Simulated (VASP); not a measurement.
# Ga (I4/mmm) in VASP: notebook

Runs on Ga. Level: r2SCAN. Tasks: single point.

Program: VASP 6.6.1. These are calculated values, not measurements. Logs are shortened: lines on timing, memory, paths and dates and some standing lists are left out, and cuts for length are marked.

**1. The cell of the first run**

It takes space group I4/mmm (No. 139, tetragonal). The conventional cell has a = 2.964 Å, b = 2.964 Å, c = 4.000 Å, α = 90.00°, β = 90.00°, γ = 90.00°. Within 3.8 Å of Ga (site symmetry 4/mmm) lie 12 Ga at 2.90 to 2.96 Å.

**2. Single point, r2SCAN**

Input file POSCAR:

```
Ga
1.0
   -1.4821567375      1.4821567375      2.0001198453
    1.4821567375     -1.4821567375      2.0001198453
    1.4821567375      1.4821567375     -2.0001198453
Ga
1
Direct
    0.0000000000      0.0000000000      0.0000000000
```

Input file INCAR.step1:

```
PREC = Accurate
ENCUT = 520
ISMEAR = 0
SIGMA = 0.15
LREAL = False
LASPH = True
NELM = 100
NBANDS = 12
GGA = PE
ALGO = Normal
EDIFF = 1E-4
LWAVE = True
LCHARG = False
```

Input file INCAR.step2:

```
PREC = Accurate
ENCUT = 520
EDIFF = 1E-7
ISMEAR = 0
SIGMA = 0.15
LREAL = False
LASPH = True
NELM = 100
ALGO = Normal
ISIF = 2
LWAVE = False
LCHARG = False
METAGGA = R2SCAN
LMIXTAU = True
NBANDS = 12
ISTART = 1
```

Input file KPOINTS:

```
Automatic mesh
0
Gamma
  26 26 26
```

Potentials or basis: VASP PAW PBE potentials, release 64 (Ga_d).

Started as:

```console
$ cat potpaw_PBE.64/Ga_d/POTCAR > POTCAR
$ cp INCAR.step1 INCAR
$ mpirun -np 1 vasp_std > vasp.out
$ cp INCAR.step2 INCAR
$ mpirun -np 1 vasp_std > vasp.out
```

OUTCAR:

```text
PREC = Accurate
   ENCUT = 520
   EDIFF = 1E-7
   ISMEAR = 0
   LREAL = False
   LASPH = True
   NELM = 100
   ISIF = 2
   METAGGA = R2SCAN
   ISTART = 1

 ion  position               nearest neighbor table
   1  0.000  0.000  0.000-

  LATTYP: Found a body centered tetragonal cell.
 ALAT       =     2.9643134750
 C/A-ratio  =     1.3494658120

  Lattice vectors:

 A1 = (  -1.4821567375,   1.4821567375,   2.0001198453)
 A2 = (   1.4821567375,  -1.4821567375,   2.0001198453)
 A3 = (   1.4821567375,   1.4821567375,  -2.0001198453)

Analysis of symmetry for initial positions (statically):
=====================================================================
 Subroutine PRICEL returns:
 Original cell was already a primitive cell.

 Routine SETGRP: Setting up the symmetry group for a
 body centered tetragonal supercell.

 Subroutine GETGRP returns: Found 16 space group operations
 (whereof 16 operations were pure point group operations)
 out of a pool of 16 trial point group operations.

The static configuration has the point symmetry D_4h.

Analysis of symmetry for dynamics (positions and initial velocities):
=====================================================================
 Subroutine PRICEL returns:
 Original cell was already a primitive cell.

 Routine SETGRP: Setting up the symmetry group for a
 body centered tetragonal supercell.

 Subroutine GETGRP returns: Found 16 space group operations
 (whereof 16 operations were pure point group operations)
 out of a pool of 16 trial point group operations.

The dynamic configuration has the point symmetry D_4h.

 Subroutine INISYM returns: Found 16 space group operations
 (whereof 16 operations are pure point group operations),
 and found     1 'primitive' translations

----------------------------------------------------------------------------------------

                                     Primitive cell

  volume of cell :      17.5754

  direct lattice vectors                    reciprocal lattice vectors
    -1.482156737  1.482156737  2.000119845     0.000000000  0.337346238  0.249985020
     1.482156737 -1.482156737  2.000119845     0.337346238  0.000000000  0.249985020
     1.482156737  1.482156737 -2.000119845     0.337346238  0.337346238  0.000000000

  length of vectors
     2.897249831  2.897249831  2.897249831     0.419874975  0.419874975  0.477079625

  position of ions in fractional coordinates (direct lattice)
     0.000000000  0.000000000  0.000000000

  ion indices of the primitive-cell ions
   primitive index   ion index
                 1           1

----------------------------------------------------------------------------------------

 KPOINTS: Automatic mesh

Automatic generation of k-mesh.
 Grid dimensions read from file:
 generate k-points for:   26   26   26

 Generating k-lattice:

  Cartesian coordinates                     Fractional coordinates (reciprocal lattice)
     0.000000000  0.012974855  0.009614808     0.038461538  0.000000000  0.000000000
     0.012974855  0.000000000  0.009614808     0.000000000  0.038461538  0.000000000
     0.012974855  0.012974855  0.000000000     0.000000000  0.000000000  0.038461538

  Length of vectors
     0.016149038  0.016149038  0.018349216

  Shift w.r.t. Gamma in fractional coordinates (k-lattice)
     0.000000000  0.000000000  0.000000000

 Subroutine IBZKPT returns following result:
 ===========================================

 Found   1330 irreducible k-points:

 Following reciprocal coordinates:
            Coordinates               Weight
  0.000000  0.000000  0.000000      1.000000
  0.038462  0.000000 -0.000000      8.000000
  0.076923  0.000000 -0.000000      8.000000
  0.115385  0.000000 -0.000000      8.000000
  0.153846  0.000000 -0.000000      8.000000
  0.192308  0.000000 -0.000000      8.000000
[... 16 lines left out ...]
  0.346154  0.038462 -0.000000     16.000000
  0.384615  0.038462  0.000000     16.000000
 [... further k-points ...]
   k-points           NKPTS =   1330   k-points in BZ     NKDIM =   1330   number of bands    NBANDS=     12
   number of dos      NEDOS =    301   number of ions     NIONS =      1
   total plane-waves  NPLWV =  13824
   dimension x,y,z NGX =    24 NGY =   24 NGZ =   24
   dimension x,y,z NGXF=    48 NGYF=   48 NGZF=   48
   ions per type =               1
   NGX,Y,Z   is equivalent  to a cutoff of  13.77, 13.77, 13.77 a.u.
   NGXF,Y,Z  is equivalent  to a cutoff of  27.54, 27.54, 27.54 a.u.
 SYSTEM =  unknown system
   PREC   = accura    normal or accurate (medium, high low for compatibility)
   ISTART =      1    job   : 0-new  1-cont  2-samecut
   ICHARG =      0    charge: 1-file 2-atom 10-const
   ISPIN  =      1    spin polarized calculation?
   LNONCOLLINEAR =      F non collinear calculations
   LSORBIT =      F    spin-orbit coupling
   LASPH  =      T    aspherical Exc in radial PAW
   ENCUT  =  520.0 eV  38.22 Ry    6.18 a.u.   5.39  5.39  5.39*2*pi/ulx,y,z
   NELM   =    100;   NELMIN=  2; NELMDL=  0     # of ELM steps
   EDIFF  = 0.1E-06   stopping-criterion for ELM
   LREAL  =      F    real-space projection
   EDIFFG = 0.1E-05   stopping-criterion for IOM
   NSW    =      0    number of steps for IOM
   IBRION =     -1    ionic relax: 0-MD 1-quasi-New 2-CG
   NFREE  =      0    steps in history (QN), initial steepest desc. (CG)
   ISIF   =      2    stress and relaxation
   ISYM   =      2    0-nonsym 1-usesym 2-fastsym
   POTIM  = 0.5000    time-step for ionic-motion
   TEBEG  =    0.0;   TEEND  =   0.0 temperature during run
   PSTRESS=    0.0 pullay stress
   NELECT =      13.0000    total number of electrons
   NUPDOWN=      -1.0000    fix difference up-down
   EMIN   =  10.00;   EMAX   =-10.00  energy-range for DOS
   EFERMI =   0.00;   METHOD = LEGACY
   ISMEAR =     0;   SIGMA  =   0.15  broadening in eV -4-tet -1-fermi 0-gaus
   EFERMI_NEDOS =   21; number of points for ismear=-14 and -15
   IALGO  =     38    algorithm
   IMIX   =      4    mixing-type and parameters
     AMIX     =   0.40;   BMIX     =  1.00
     AMIX_MAG =   1.60;   BMIX_MAG =  1.00
  volume/ion in A,a.u.               =      17.58       118.60
  Fermi-wavevector in a.u.,A,eV,Ry     =   1.480544  2.797822 29.824096  2.192009
  Thomas-Fermi vector in A             =   2.594565
   LORBIT       =      0    0 simple, 1 ext, 2 COOP (PROOUT), +10 PAW based schemes
   METAGGA = R2SCAN    functional components
   LHFCALC =     F    Hartree Fock is set to
   AEXX    =    0.0000 exact exchange contribution
   IVDW    =     0    specifies the selected vdW correction
   LEPSILON=     F    determine dielectric tensor
   LRPA    =     F    only Hartree local field effects (RPA)
 non-spin polarized calculation
 Gauss-broadening in eV      SIGMA  =   0.15
  energy-cutoff  :      520.00
  volume of cell :       17.58
 maximum number of plane-waves:       507
 NGX is ok and might be reduce to    24

 number of electron      12.9999993 magnetization

 Free energy of the ion-electron system (eV)
  ---------------------------------------------------
  ext. energy  EPLUGINS =         0.00000000
  ---------------------------------------------------
  free energy    TOTEN  =       -11.30722965 eV

  energy without entropy =      -11.30302631  energy(sigma->0) =      -11.30512798

 E-fermi :   6.1931     XC(G=0): -12.5960

 val. band max:        6.1912319795   @ k =  -0.3462   0.4615   0.1154
 cond. band min:       6.1979037523   @ k =   0.3077   0.2692   0.1538
 fundamental gap:      0.0066717728
 Fermi energy:         6.1931179211

 k-point     1 :       0.0000    0.0000    0.0000
  band No.  band energies     occupation
      1      -9.3975      2.00000
      2      -9.3975      2.00000
      3      -9.3492      2.00000
      4      -9.2586      2.00000
      5      -9.2049      2.00000
      6      -6.0940      2.00000
      7      19.8540      0.00000
      8      20.0238      0.00000
      9      20.0239      0.00000
     10      23.2038      0.00000
     11      23.5469      0.00000
     12      23.5469      0.00000

 k-point     2 :       0.0385    0.0000   -0.0000
  band No.  band energies     occupation
      1      -9.3970      2.00000
      2      -9.3952      2.00000
      3      -9.3484      2.00000
      4      -9.2587      2.00000
      5      -9.2056      2.00000
      6      -6.0518      2.00000
      7      19.3008      0.00000
      8      19.8342      0.00000
      9      19.8861      0.00000
     10      22.5580      0.00000
     11      23.7409      0.00000
     12      23.8867      0.00000

 k-point     3 :       0.0769    0.0000   -0.0000
  band No.  band energies     occupation
      1      -9.3963      2.00000
      2      -9.3886      2.00000
      3      -9.3455      2.00000
      4      -9.2586      2.00000
      5      -9.2075      2.00000
      6      -5.9246      2.00000
      7      17.8423      0.00000
      8      19.5454      0.00000
      9      19.5912      0.00000
     10      22.2324      0.00000
     11      24.2369      0.00000
     12      24.3176      0.00000
[... 286 lines left out ...]
 k-point    23 :       0.3462    0.0385   -0.0000
  band No.  band energies     occupation
      1      -9.4678      2.00000
      2      -9.3861      2.00000
      3      -9.3369      2.00000
      4      -9.1562      2.00000
      5      -9.1340      2.00000
      6      -2.2740      2.00000
      7       5.9083      1.99275
      8      16.2106      0.00000
      9      18.0321      0.00000
     10      21.8839      0.00000
     11      22.1203      0.00000
     12      23.7554      0.00000

 k-point    24 :       0.3846    0.0385    0.0000
  band No.  band energies     occupation
      1      -9.4797      2.00000
      2      -9.3926      2.00000
      3      -9.3427      2.00000
      4      -9.1391      2.00000
      5      -9.1166      2.00000
      6      -1.4204      2.00000
      7       4.5415      2.00000
      8      16.1545      0.00000
      9      17.8066      0.00000
     10      21.6013      0.00000
     11      22.0031      0.00000
     12      23.5355      0.00000

 [... further k-points ...]
[... 5 lines left out ...]
  --------------------------------------------------------------------------------------
  -------------------------------------------------------------------------------------
  Total        0.0872891      0.0872891      0.1293291      0.0000000      0.0000000     -0.0000000
  in kB        7.9573063      7.9573063     11.7896936      0.0000000      0.0000000     -0.0000000
  external PRESSURE =       9.2347687 kB  Pullay stress =       0.0000000 kB

 VOLUME and BASIS-vectors are now :
 -----------------------------------------------------------------------------
  energy-cutoff  :      520.00
  volume of cell :       17.58
      direct lattice vectors                 reciprocal lattice vectors
    -1.482156737  1.482156737  2.000119845     0.000000000  0.337346238  0.249985020
     1.482156737 -1.482156737  2.000119845     0.337346238  0.000000000  0.249985020
     1.482156737  1.482156737 -2.000119845     0.337346238  0.337346238  0.000000000

 POSITION                                       TOTAL-FORCE (eV/Angst)
 -----------------------------------------------------------------------------------
      0.00000      0.00000      0.00000         0.000000     -0.000000     -0.000000
 -----------------------------------------------------------------------------------
    total drift:                                0.000000      0.000000     -0.000000

  FREE ENERGIE OF THE ION-ELECTRON SYSTEM (eV)
  ---------------------------------------------------
  free  energy   TOTEN  =       -11.3072296476 eV

  energy  without entropy=      -11.3030263069  energy(sigma->0) =      -11.30512798
```

Wall time 9.4 min (1 thread of Intel Xeon Platinum 8488C (Sapphire Rapids), shared host); peak memory 0.39 GiB.

What came out:

```
Free energy            : -11.3072 eV
Pressure               : 0.9 GPa
Band gap on the k mesh : zero (an odd number of electrons rules out a gap without spin polarisation)
```

Caveat: the PAW data sets were made with another functional, which shifts forces and pressure a little.

**3. Single point, r2SCAN**

This run uses another cell than the first one, of the same volume but with other edges.

Input file POSCAR:

```
Ga
1.0
   -1.3212145845      1.3212145845      2.5170831701
    1.3212145845     -1.3212145845      2.5170831701
    1.3212145845      1.3212145845     -2.5170831701
Ga
1
Direct
    0.0000000000      0.0000000000      0.0000000000
```

Input file INCAR.step1:

```
PREC = Accurate
ENCUT = 520
ISMEAR = 0
SIGMA = 0.15
LREAL = F
LASPH = T
NELM = 100
NBANDS = 12
GGA = PE
ALGO = Normal
EDIFF = 1E-4
LWAVE = T
LCHARG = F
```

Input file INCAR.step2:

```
PREC = Accurate
ENCUT = 520
EDIFF = 1E-6
ISMEAR = 0
SIGMA = 0.15
LREAL = F
LASPH = T
NELM = 100
ALGO = Normal
ISIF = 2
LWAVE = F
LCHARG = F
METAGGA = R2SCAN
LMIXTAU = T
NBANDS = 12
ISTART = 1
```

Input file KPOINTS:

```
regular mesh
0
Gamma
  26 26 26
```

Potentials or basis: VASP PAW PBE potentials, release 64 (Ga_d).

Started as:

```console
$ cat potpaw_PBE.64/Ga_d/POTCAR > POTCAR
$ cp INCAR.step1 INCAR
$ mpirun -np 1 vasp_std > vasp.out
$ cp INCAR.step2 INCAR
$ mpirun -np 1 vasp_std > vasp.out
```

It took 6.9 min on 1 thread of Intel Xeon Platinum 8488C (Sapphire Rapids), shared host; peak memory 0.37 GiB.

It converged, with:

```
Free energy            : -11.2868 eV
Pressure               : 2.5 GPa
Band gap on the k mesh : zero (an odd number of electrons rules out a gap without spin polarisation)
```

Stress tensor (GPa, compression positive):
```
 4.34  0.00  0.00
 0.00  4.34  0.00
 0.00  0.00 -1.29
```

Levels at points of the mesh, in eV from the Fermi level:
| k point | band 2 | band 3 | band 4 | band 5 | band 6 | band 7 | band 8 | band 9 | band 10 | band 11 |
| --- | --- | --- | --- | --- | --- | --- | --- | --- | --- | --- |
| (0.00, 0.00, 0.00) | -15.60 | -15.38 | -15.38 | -15.20 | -12.17 | 11.02 | 14.27 | 14.27 | 15.53 | 17.25 |
| (0.50, 0.00, 0.00) | -15.64 | -15.38 | -15.27 | -15.21 | -4.84 | -4.41 | 6.47 | 10.47 | 15.55 | 18.95 |
| (0.50, 0.50, 0.00) | -15.67 | -15.38 | -15.28 | -15.02 | -1.48 | 0.51 | 3.08 | 5.92 | 8.09 | 8.55 |
| (0.50, 0.50, 0.50) | -15.72 | -15.25 | -15.25 | -15.18 | -6.35 | -4.84 | 9.56 | 9.56 | 12.36 | 14.55 |

Caveat: the stress differs along the axes, from -1 to 4 GPa; the PAW data sets were made with another functional, which shifts forces and pressure a little.
